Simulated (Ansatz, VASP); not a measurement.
**Cu in VASP and in Ansatz**

```xyz
1
Lattice="-1.4861 1.4861 1.4174 1.4861 -1.4861 1.4174 1.4861 1.4861 -1.4174" Properties=species:S:1:pos:R:3 pbc="T T T"
Cu    0.0000    0.0000    0.0000
```

Change from the starting cell: strain +0.030 along x and y, +0.030 along z, atoms carried along.

Alike in both runs: task single point; functional r2SCAN; k mesh 24 × 24 × 24; occupations gaussian, width 0.15 eV; no spin polarisation.

|  | VASP | Ansatz |
| --- | --- | --- |
| version | VASP 6.6.1 | Ansatz 0.2.0 |
| potentials or method | VASP PAW PBE potentials, release 64 (Cu), cutoff 520 eV | scalar-relativistic, plane waves, PAW |
| valence electrons in the cell | 11 | 19 |

```tsv
	VASP	Ansatz	Ansatz less VASP
gap on the k mesh at the Fermi level (eV)	none	none	-
pressure (GPa)	-10.6	-11.2	-0.55
traceless stress, the component that is largest in VASP (GPa)	-0.24	-0.19	+0.052
```

VASP's potentials were made for PBE, not for r2SCAN. A gap of «none» marks a metal or a gap that the smearing closes. The functional is the same, so the differences come from potentials, cutoffs and numerics. VASP's potentials hold 11 valence electrons a cell and Ansatz's 19, so a difference there can come from the potentials and not from the codes.
